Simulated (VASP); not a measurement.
**ZrNbGe2: single point with PBE**

ZrNbGe2:

```
Zr Nb Ge
1.0
     3.70868    0.00000    0.00000
    -1.85434    3.21181    0.00000
     0.00000    0.00000    6.75928
Zr Nb Ge
1 1 2
Direct
  0.00000 0.00000 0.12535
  0.00000 0.00000 0.59910
  0.33333 0.66667 0.92063
  0.66667 0.33333 0.92063
```

The cell was built from a structure type or drawn by symmetry, and may not be a known phase.

```yaml
Program: VASP 6.6.1
Task: single point
Functional: PBE
Potentials_or_basis: VASP PAW PBE potentials, release 64 (Zr_sv, Nb_sv, Ge_d)
Cutoff: 520 eV
k_mesh: 6 × 6 × 4
Occupations: gaussian, width 0.1 eV
Spin: no spin polarisation
```

```json
{"Pressure": "25.1 GPa", "Largest force": "6.167 eV/Å", "Band gap on the k mesh": "zero (an odd number of electrons rules out a gap without spin polarisation)"}
```

Forces on the atoms (eV/Å):
```
Zr   0.000  0.000  6.167
Nb   0.000  0.000  1.404
Ge   0.000  0.000 -3.786
Ge   0.000  0.000 -3.786
```

Stress tensor (GPa, compression positive):
```
39.21  0.00  0.00
 0.00 39.21  0.00
 0.00  0.00 -3.18
```

Levels at points of the mesh, in eV from the Fermi level:
```tsv
k point	band 24	band 25	band 26	band 27	band 28	band 29
(0.00, 0.00, 0.00)	-1.60	-1.50	-1.50	-0.47	-0.26	-0.26
(0.50, 0.00, 0.00)	-2.46	-0.95	-0.36	0.56	1.39	1.41
(0.00, 0.00, 0.50)	-1.26	-1.26	-1.07	-0.46	-0.37	-0.37
(0.50, 0.00, 0.50)	-2.36	-1.08	-0.11	0.15	1.36	1.45
```

Run time: 110 s on 1 thread of Intel Xeon 8259CL (shared host), peak memory 0.22 GiB.

Caveat: the cell stands under pressure; forces of over 1 eV/Å act on the atoms, so gaps and moduli don't describe the material at rest.
